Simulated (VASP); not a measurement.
# MnS (R3m) in VASP: single point with LDA+U

Aim: the single point of MnS with LDA+U.

Everything below comes from runs of VASP 6.6.1. Logs are shortened: lines on timing, memory, paths and dates and some standing lists are left out, and cuts for length are marked.

**1. The cell of the first run**

It takes space group R3m (No. 160, trigonal). The conventional cell has a = 3.660 Å, b = 3.660 Å, c = 9.002 Å, α = 90.00°, β = 90.00°, γ = 120.00°. Within 3.4 Å of Mn (site symmetry 3m) lie 6 S at 2.55 to 2.64 Å. S (site symmetry 3m) has 6 Mn at 2.55 to 2.64 Å within 3.4 Å.

**2. Single point, LDA+U, collinear spin, ferromagnetic start (last atom moved by 0.08 Å along z, cell strained by +1.0% along z)**

Input file INCAR:

```
ALGO = Normal
EDIFF = 1E-8
EFERMI = MIDGAP
ENCUT = 710
GGA = CA
GGA_COMPAT = F
ISIF = 2
ISMEAR = 0
ISPIN = 2
KPAR = 2
LASPH = T
LCHARG = F
LDAU = T
LDAUJ = 0 0
LDAUL = 2 -1
LDAUTYPE = 2
LDAUU = 6 0
LMAXMIX = 4
LORBIT = 11
LREAL = F
LWAVE = F
MAGMOM = 4 0
NELM = 200
PREC = Accurate
SIGMA = 0.03
```

Input file KPOINTS:

```
Automatic mesh
0
Gamma
  15 15 15
  0 0 0
```

Input file POSCAR:

```
MnS
1.0
    1.8299960138      1.0565486912      3.0006294805
   -1.8299960138      1.0565486912      3.0006294805
    0.0000000000     -2.1130973823      3.0006294805
Mn S
1 1
Direct
    0.0000000000      0.0000000000      0.0000000000
    0.5089758900      0.5089758900      0.5089758900
```

Potentials or basis: VASP PAW LDA potentials, release 64 (Mn_pv, S).

Launch:

```
> cat potpaw_LDA.64/Mn_pv/POTCAR potpaw_LDA.64/S/POTCAR > POTCAR
> mpirun -np 2 vasp_std > vasp.out
```

OUTCAR:

```text
EDIFF = 1E-8
   EFERMI = MIDGAP
   ENCUT = 710
   GGA = CA
   ISIF = 2
   ISMEAR = 0
   ISPIN = 2
   LASPH = T
   LORBIT = 11
   LREAL = F
   NELM = 200
   PREC = Accurate

 ion  position               nearest neighbor table
   1  0.000  0.000  0.000-   2 2.55   2 2.55   2 2.55   2 2.64   2 2.64   2 2.64
   2  0.509  0.509  0.509-   1 2.55   1 2.55   1 2.55   1 2.64   1 2.64   1 2.64

  LATTYP: Found a trigonal (rhomboedric) cell.
 ALAT       =     3.6700078783
 COS(alpha) =     0.5027253848

  Lattice vectors:

 A1 = (   1.8299960138,   1.0565486912,   3.0006294805)
 A2 = (  -1.8299960138,   1.0565486912,   3.0006294805)
 A3 = (   0.0000000000,  -2.1130973823,   3.0006294805)

Analysis of symmetry for initial positions (statically):
=====================================================================
 Subroutine PRICEL returns:
 Original cell was already a primitive cell.

 Routine SETGRP: Setting up the symmetry group for a
 trigonal (rhombohedral) supercell.

 Subroutine GETGRP returns: Found  6 space group operations
 (whereof  6 operations were pure point group operations)
 out of a pool of 12 trial point group operations.

The static configuration has the point symmetry C_3v.

Analysis of symmetry for dynamics (positions and initial velocities):
=====================================================================
 Subroutine PRICEL returns:
 Original cell was already a primitive cell.

 Routine SETGRP: Setting up the symmetry group for a
 trigonal (rhombohedral) supercell.

 Subroutine GETGRP returns: Found  6 space group operations
 (whereof  6 operations were pure point group operations)
 out of a pool of 12 trial point group operations.

The dynamic configuration has the point symmetry C_3v.

Analysis of structural, dynamic, and magnetic symmetry:
=====================================================================
 Subroutine PRICEL returns:
 Original cell was already a primitive cell.

 Routine SETGRP: Setting up the symmetry group for a
 trigonal (rhombohedral) supercell.

 Subroutine GETGRP returns: Found  6 space group operations
 (whereof  6 operations were pure point group operations)
 out of a pool of 12 trial point group operations.

The overall configuration has the point symmetry C_3v.

 Subroutine INISYM returns: Found  6 space group operations
 (whereof  6 operations are pure point group operations),
 and found     1 'primitive' translations

----------------------------------------------------------------------------------------

                                     Primitive cell

  volume of cell :      34.8099

  direct lattice vectors                    reciprocal lattice vectors
     1.829996014  1.056548691  3.000629480     0.273224639  0.157746319  0.111087802
    -1.829996014  1.056548691  3.000629480    -0.273224639  0.157746319  0.111087802
     0.000000000 -2.113097382  3.000629480     0.000000000 -0.315492638  0.111087802

  length of vectors
     3.670007878  3.670007878  3.670007878     0.334478855  0.334478855  0.334478855

  position of ions in fractional coordinates (direct lattice)
     0.000000000  0.000000000  0.000000000
     0.508975890  0.508975890  0.508975890

  ion indices of the primitive-cell ions
   primitive index   ion index
                 1           1
                 2           2

----------------------------------------------------------------------------------------

 KPOINTS: Automatic mesh

Automatic generation of k-mesh.
 Grid dimensions read from file:
 generate k-points for:   15   15   15

 Generating k-lattice:

  Cartesian coordinates                     Fractional coordinates (reciprocal lattice)
     0.018214976  0.010516421  0.007405853     0.066666667  0.000000000 -0.000000000
    -0.018214976  0.010516421  0.007405853     0.000000000  0.066666667 -0.000000000
     0.000000000 -0.021032843  0.007405853    -0.000000000 -0.000000000  0.066666667

  Length of vectors
     0.022298590  0.022298590  0.022298590

  Shift w.r.t. Gamma in fractional coordinates (k-lattice)
     0.000000000  0.000000000  0.000000000

 Subroutine IBZKPT returns following result:
 ===========================================

 Found    344 irreducible k-points:

 Following reciprocal coordinates:
            Coordinates               Weight
  0.000000  0.000000  0.000000      1.000000
  0.066667  0.000000 -0.000000      6.000000
  0.133333  0.000000 -0.000000      6.000000
  0.200000 -0.000000  0.000000      6.000000
  0.266667  0.000000 -0.000000      6.000000
  0.333333 -0.000000  0.000000      6.000000
[... 16 lines left out ...]
  0.133333  0.133333 -0.000000      6.000000
  0.200000  0.133333 -0.000000     12.000000
 [... further k-points ...]
   k-points           NKPTS =    344   k-points in BZ     NKDIM =    344   number of bands    NBANDS=     15
   number of dos      NEDOS =    301   number of ions     NIONS =      2
   total plane-waves  NPLWV =  32768
   dimension x,y,z NGX =    32 NGY =   32 NGZ =   32
   dimension x,y,z NGXF=    64 NGYF=   64 NGZF=   64
   ions per type =               1   1
   NGX,Y,Z   is equivalent  to a cutoff of  14.50, 14.50, 14.50 a.u.
   NGXF,Y,Z  is equivalent  to a cutoff of  28.99, 28.99, 28.99 a.u.
 SYSTEM =  unknown system
   PREC   = accura    normal or accurate (medium, high low for compatibility)
   ISTART =      0    job   : 0-new  1-cont  2-samecut
   ICHARG =      2    charge: 1-file 2-atom 10-const
   ISPIN  =      2    spin polarized calculation?
   LNONCOLLINEAR =      F non collinear calculations
   LSORBIT =      F    spin-orbit coupling
   LASPH  =      T    aspherical Exc in radial PAW
   ENCUT  =  710.0 eV  52.18 Ry    7.22 a.u.   7.97  7.97  7.97*2*pi/ulx,y,z
   NELM   =    200;   NELMIN=  2; NELMDL= -5     # of ELM steps
   EDIFF  = 0.1E-07   stopping-criterion for ELM
   LREAL  =      F    real-space projection
   EDIFFG = 0.1E-06   stopping-criterion for IOM
   NSW    =      0    number of steps for IOM
   IBRION =     -1    ionic relax: 0-MD 1-quasi-New 2-CG
   NFREE  =      0    steps in history (QN), initial steepest desc. (CG)
   ISIF   =      2    stress and relaxation
   ISYM   =      2    0-nonsym 1-usesym 2-fastsym
   POTIM  = 0.5000    time-step for ionic-motion
   TEBEG  =    0.0;   TEEND  =   0.0 temperature during run

   SCALEE = 1.0000    scale energy and forces
   PSTRESS=    0.0 pullay stress
   NELECT =      19.0000    total number of electrons
   NUPDOWN=      -1.0000    fix difference up-down
   EMIN   =  10.00;   EMAX   =-10.00  energy-range for DOS
   EFERMI =   0.00;   METHOD = MIDGAP
   ISMEAR =     0;   SIGMA  =   0.03  broadening in eV -4-tet -1-fermi 0-gaus
   EFERMI_NEDOS =   21; number of points for ismear=-14 and -15
   IALGO  =     38    algorithm
   IMIX   =      4    mixing-type and parameters
     AMIX     =   0.40;   BMIX     =  1.00
     AMIX_MAG =   1.60;   BMIX_MAG =  1.00
  volume/ion in A,a.u.               =      17.40       117.45
  Fermi-wavevector in a.u.,A,eV,Ry     =   1.337904  2.528272 24.354252  1.789987
  Thomas-Fermi vector in A             =   2.466416
   LORBIT       =     11    0 simple, 1 ext, 2 COOP (PROOUT), +10 PAW based schemes
 LDA+U is selected, type is set to LDAUTYPE =  2
   angular momentum for each species LDAUL =     2   -1
   U (eV)           for each species LDAUU =   6.0  0.0
   J (eV)           for each species LDAUJ =   0.0  0.0
   GGA     = CA    functional components
   LHFCALC =     F    Hartree Fock is set to
   AEXX    =    0.0000 exact exchange contribution
   IVDW    =     0    specifies the selected vdW correction
   LEPSILON=     F    determine dielectric tensor
   LRPA    =     F    only Hartree local field effects (RPA)

   CSHIFT  =0.1000    complex shift for real part using Kramers Kronig

   OMEGAMAX=  -1.0    maximum frequency
 spin polarized calculation
 Gauss-broadening in eV      SIGMA  =   0.03
  energy-cutoff  :      710.00
  volume of cell :       34.81
 maximum number of plane-waves:      1512
   NGX = 15   NGY = 15   NGZ = 15

 number of electron      18.9999999 magnetization       4.9999980

 Free energy of the ion-electron system (eV)
  ---------------------------------------------------
  ext. energy  EPLUGINS =         0.00000000
  ---------------------------------------------------
  free energy    TOTEN  =       -13.25240444 eV

  energy without entropy =      -13.25240444  energy(sigma->0) =      -13.25240444

 E-fermi :   6.6897     XC(G=0): -11.0090

 val. band max:        6.2588140490   @ k =   0.4667   0.4667   0.4667
 cond. band min:       7.1205711796   @ k =   0.4667   0.4667  -0.0000
 fundamental gap:      0.8617571306
 Fermi energy:         6.6896926143

 spin component 1

 k-point     1 :       0.0000    0.0000    0.0000
  band No.  band energies     occupation
      1     -43.7638      1.00000
      2     -43.7633      1.00000
      3     -43.7633      1.00000
      4      -7.7806      1.00000
      5       0.6815      1.00000
      6       0.6815      1.00000
      7       0.7697      1.00000
      8       0.7838      1.00000
      9       0.7838      1.00000
     10       5.0031      1.00000
     11       5.0319      1.00000
     12       5.0319      1.00000
     13       8.4648      0.00000
     14      14.7018      0.00000
     15      14.7955      0.00000
[... 397 lines left out ...]
 k-point    24 :       0.2000    0.1333   -0.0000
  band No.  band energies     occupation
      1     -43.7660      1.00000
      2     -43.7645      1.00000
      3     -43.7641      1.00000
      4      -7.3800      1.00000
      5       0.1618      1.00000
      6       0.6166      1.00000
      7       0.6962      1.00000
      8       0.8333      1.00000
      9       0.8807      1.00000
     10       3.8560      1.00000
     11       4.7700      1.00000
     12       5.0277      1.00000
     13      10.5367      0.00000
     14      13.1110      0.00000
     15      13.3563      0.00000

 [... further k-points ...]

 spin component 2

 k-point     1 :       0.0000    0.0000    0.0000
  band No.  band energies     occupation
      1     -39.2426      1.00000
      2     -39.2425      1.00000
      3     -39.2425      1.00000
      4      -7.4680      1.00000
      5       5.2167      1.00000
      6       5.2392      1.00000
      7       5.2392      1.00000
      8       8.7867      0.00000
      9       8.7867      0.00000
     10       8.7909      0.00000
     11       8.9196      0.00000
     12       8.9196      0.00000
     13       9.3160      0.00000
     14      17.0137      0.00000
     15      17.3304      0.00000
[... 397 lines left out ...]
 k-point    24 :       0.2000    0.1333   -0.0000
  band No.  band energies     occupation
      1     -39.2460      1.00000
      2     -39.2438      1.00000
      3     -39.2436      1.00000
      4      -7.0751      1.00000
      5       3.3103      1.00000
      6       4.5841      1.00000
      7       4.6147      1.00000
      8       8.3812      0.00000
      9       9.0869      0.00000
     10       9.3162      0.00000
     11       9.6939      0.00000
     12       9.7570      0.00000
     13      11.8654      0.00000
     14      14.9383      0.00000
     15      15.6064      0.00000

 [... further k-points ...]
[... 5 lines left out ...]
  --------------------------------------------------------------------------------------
  -------------------------------------------------------------------------------------
  Total        0.0930745      0.0930745     -0.0181168      0.0000000     -0.0000000     -0.0000000
  in kB        4.2838867      4.2838867     -0.8338510      0.0000000     -0.0000000     -0.0000000
  external PRESSURE =       2.5779742 kB  Pullay stress =       0.0000000 kB

 VOLUME and BASIS-vectors are now :
 -----------------------------------------------------------------------------
  energy-cutoff  :      710.00
  volume of cell :       34.81
      direct lattice vectors                 reciprocal lattice vectors
     1.829996014  1.056548691  3.000629480     0.273224639  0.157746319  0.111087802
    -1.829996014  1.056548691  3.000629480    -0.273224639  0.157746319  0.111087802
     0.000000000 -2.113097382  3.000629480     0.000000000 -0.315492638  0.111087802

 POSITION                                       TOTAL-FORCE (eV/Angst)
 -----------------------------------------------------------------------------------
      0.00000      0.00000      0.00000         0.000000      0.000000      0.253460
      0.00000      0.00000      4.58174         0.000000     -0.000000     -0.253460
 -----------------------------------------------------------------------------------
    total drift:                                0.000000     -0.000000      0.000038

  FREE ENERGIE OF THE ION-ELECTRON SYSTEM (eV)
  ---------------------------------------------------
  free  energy   TOTEN  =       -13.2524044449 eV

  energy  without entropy=      -13.2524044449  energy(sigma->0) =      -13.25240444

 total charge

# of ion       s       p       d       tot
------------------------------------------
    1        0.234   6.185   4.906  11.325
    2        1.320   2.459   0.000   3.779
--------------------------------------------------
tot          1.554   8.644   4.906  15.104

 magnetization (x)

# of ion       s       p       d       tot
------------------------------------------
    1        0.041   0.033   4.541   4.615
    2        0.017   0.058   0.000   0.075
--------------------------------------------------
tot          0.058   0.092   4.541   4.690
```

Run time: 86 s. Hardware: 2 MPI ranks of Intel Xeon 6975P-C (Granite Rapids), shared host; peak memory 0.5 GiB.

Results:

```
Free energy                                           : -13.2524 eV
Pressure                                              : 0.3 GPa
Largest force                                         : 0.253 eV/Å
Band gap on the k mesh                                : 0.86 eV (least direct gap 2.95 eV)
Net moment                                            : 5.00 μB per cell
Site moments                                          : Mn +4.62; S +0.07 μB
Valence electrons inside the program's atomic spheres : Mn 11.32; S 3.78
```

Forces in eV/Å, atoms in the order of the input:
```
Mn   0.000  0.000  0.253
S    0.000  0.000 -0.253
```

Stress tensor (GPa, compression positive):
```
 0.43  0.00  0.00
 0.00  0.43  0.00
 0.00  0.00 -0.08
```

Caveat: the cell differs from its parent crystal (last atom moved by 0.08 Å along z, cell strained by +1.0% along z); an odd mesh through Γ misses points on the zone boundary, where band edges can lie; a cell with one magnetic atom can't hold antiferromagnetic order, which such compounds often take. The state reached can hang on the start; a lower one may exist.
